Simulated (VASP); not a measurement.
Here is a VASP 6.6.1 calculation.

Contents of INCAR:

```
PREC     = Accurate       # precision mode
ENCUT    = 520            # plane-wave cutoff, eV
EDIFF    = 1E-6           # SCF threshold, eV
ISMEAR   = -1             # smearing method
SIGMA    = 0.2            # smearing width, eV
LREAL    = F              # projectors in reciprocal space
LASPH    = T              # aspherical terms in the spheres
NELM     = 60             # most SCF steps
ALGO     = Normal         # electronic algorithm
ISIF     = 2              # what is computed and relaxed
LWAVE    = F              # write WAVECAR
LCHARG   = F              # write CHGCAR
GGA      = PE             # functional
NBANDS   = 21             # bands
```

KPOINTS

```
regular mesh
0
Gamma
  9 9 9
```

POSCAR

```
Sn
1.0
    0.0000000000      3.2333430000      3.2333430000
    3.2333430000      0.0000000000      3.2333430000
    3.2333430000      3.2333430000      0.0000000000
Sn
2
Direct
    0.0000000000      0.0000000000      0.0000000000
    0.2500000000      0.2500000000      0.2500000000
```

Potentials or basis: VASP PAW PBE potentials, release 64 (Sn_d).

Run with:

```bash
$ cat potpaw_PBE.64/Sn_d/POTCAR > POTCAR
$ mpirun -np 1 vasp_std > vasp.out
```

**Question.** What does it give for the pressure?

**Answer.** 3.9 GPa.

**Question.** Estimate the band gap on the k mesh.

**Answer.** Zero (band 14 reaches 5.84 eV, above the bottom of band 15 at 5.79 eV).

Caveat: spin-orbit coupling is left out, which moves the levels of the heavy elements.
